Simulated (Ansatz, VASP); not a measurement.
# Ni in VASP and in Ansatz

The input INCAR:

```
PREC     = Accurate       # precision mode
ENCUT    = 520            # plane-wave cutoff, eV
EDIFF    = 1E-6           # SCF threshold, eV
ISMEAR   = -1             # smearing method
SIGMA    = 0.05           # smearing width, eV
LREAL    = F              # projectors in reciprocal space
LASPH    = T              # aspherical terms in the spheres
NELM     = 150            # most SCF steps
ALGO     = Normal         # electronic algorithm
ISIF     = 2              # what is computed and relaxed
LWAVE    = F              # write WAVECAR
LCHARG   = F              # write CHGCAR
ISPIN    = 2              # spin polarisation
MAGMOM   = 0.584 0.584    # initial moments
LORBIT   = 11             # projections on sites
LMAXMIX  = 4              # l up to which the mixer works
GGA      = CA             # functional
NBANDS   = 21             # bands
```

Contents of KPOINTS:

```
Automatic mesh
0
Gamma
  24 24 13
```

POSCAR

```
Ni
1.0
    2.4173881801      0.0000000000      0.0000000000
   -1.2086940901      2.0935195748      0.0000000000
    0.0000000000      0.0000000000      3.9727704062
Ni
2
Direct
    0.3333333333      0.6666666667      0.2500000000
    0.6666666667      0.3333333333      0.7500000000
```

Input for Ansatz:

```yaml
crystal:
  lattice:
    - [2.4173881801, 0.0, 0.0]
    - [-1.2086940901, 2.0935195748, 0.0]
    - [0.0, 0.0, 3.9727704062]
  atoms:
    - { symbol: Ni, position: [0.3333333333, 0.6666666667, 0.25], spin: 0.584 }
    - { symbol: Ni, position: [0.6666666667, 0.3333333333, 0.75], spin: 0.584 }
hamiltonian:
  xc: lda
  pseudopotentials:
    kind: paw
    azcp:
      Ni: "pseudopotentials/Ni.paw.azcp"
basis:
  ecutwfc: 420
  fft_grid_basis: typed
kpoints:
  mp_grid: { grid: [24, 24, 13], shift: [0, 0, 0] }
magnetization:
  spin_polarized: true
scf:
  occupations: { method: fermi_dirac, width: 0.05 }
```

Alike in both runs: task single point; functional LDA; k mesh 24 × 24 × 13; occupations fermi-dirac, width 0.05 eV; collinear spin.

```csv
,VASP,Ansatz
version,VASP 6.6.1,Ansatz 0.2.0
potentials or method,"VASP PAW LDA potentials, release 64 (Ni), cutoff 520 eV","plane waves (420 eV) with PAW, scalar-relativistic"
valence electrons in the cell,20,36
```

```csv
,VASP,Ansatz,Ansatz less VASP
net moment per atom (μB),0.58,0.60,+0.026
size of the moment on the site where the two differ most (μB),0.58,0.63,+0.051
```

Ansatz warns that its potentials were made for another functional, while VASP's fit it. LDA's correlation is that of Perdew and Zunger in VASP and of Perdew and Wang (1992) in Ansatz. Site moments also hang on the region over which each program counts them. VASP's potentials hold 20 valence electrons a cell and Ansatz's 36, so a difference there can come from the potentials and not from the codes.
